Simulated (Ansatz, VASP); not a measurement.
# One calculation of Ni, two programs

Contents of INCAR:

```
PREC = Accurate
ENCUT = 520
EDIFF = 1E-6
ISMEAR = -1
SIGMA = 0.1
LREAL = F
LASPH = T
NELM = 150
ALGO = Normal
ISIF = 2
LWAVE = F
LCHARG = T
ISPIN = 2
MAGMOM = 1.5 1.5
LORBIT = 11
LMAXMIX = 4
GGA = CA
LELF = T
LVHAR = T
NBANDS = 21
```

File KPOINTS:

```
regular mesh
0
Gamma
  5 5 3
```

Contents of POSCAR:

```
Ni
1.0
    2.4480230000      0.0000000000      0.0000000000
   -1.2240110000      2.1200500000      0.0000000000
    0.0000000000      0.0000000000      4.0728080000
Ni
2
Direct
    0.3333333333      0.6666666667      0.2500000000
    0.6666666667      0.3333333333      0.7500000000
```

Input for Ansatz:

```yaml
crystal:
  lattice:
    - [2.448023, 0.0, 0.0]
    - [-1.224011, 2.12005, 0.0]
    - [0.0, 0.0, 4.072808]
  atoms:
    - { symbol: Ni, position: [0.3333333333333333, 0.6666666666666666, 0.25] }
    - { symbol: Ni, position: [0.6666666666666666, 0.3333333333333333, 0.75] }
basis:
  ecutwfc: 450.0
kpoints:
  mp_grid:
    grid: [5, 5, 3]
hamiltonian:
  xc: lda
  pseudopotentials:
    kind: paw
magnetization:
  spin_polarized: true
  per_species:
    Ni: 1.5
scf:
  occupations:
    method: fermi_dirac
output:
  forces: true
  stress: true
```

Alike in both runs: task single point; functional LDA; k mesh 5 × 5 × 3; collinear spin.

|  | VASP | Ansatz |
| --- | --- | --- |
| version | VASP 6.6.1 | Ansatz 0.2.0 |
| potentials or method | VASP PAW LDA potentials, release 64 (Ni), cutoff 520 eV | plane waves, PAW |
| occupations | fermi-dirac, width 0.1 eV | fermi-dirac |
| valence electrons in the cell | 20 | 36 |

Ansatz gave:

- pressure (GPa): -9.2
- traceless stress, the component that is largest in VASP (GPa): -5.41
- net moment per atom (μB): 0.79
- size of the moment on the site where the two differ most (μB): 0.82

Which values does VASP return?

Pressure (GPa): -9.5; traceless stress, the component that is largest in VASP (GPa): -5.45; net moment per atom (μB): 0.74; size of the moment on the site where the two differ most (μB): 0.74.

LDA's correlation is that of Perdew and Zunger in VASP and of Perdew and Wang (1992) in Ansatz. Site moments also hang on the region over which each program counts them. VASP's potentials hold 20 valence electrons a cell and Ansatz's 36, so a difference there can come from the potentials and not from the codes.

The k mesh is coarse, so the values compare programs but aren't converged.
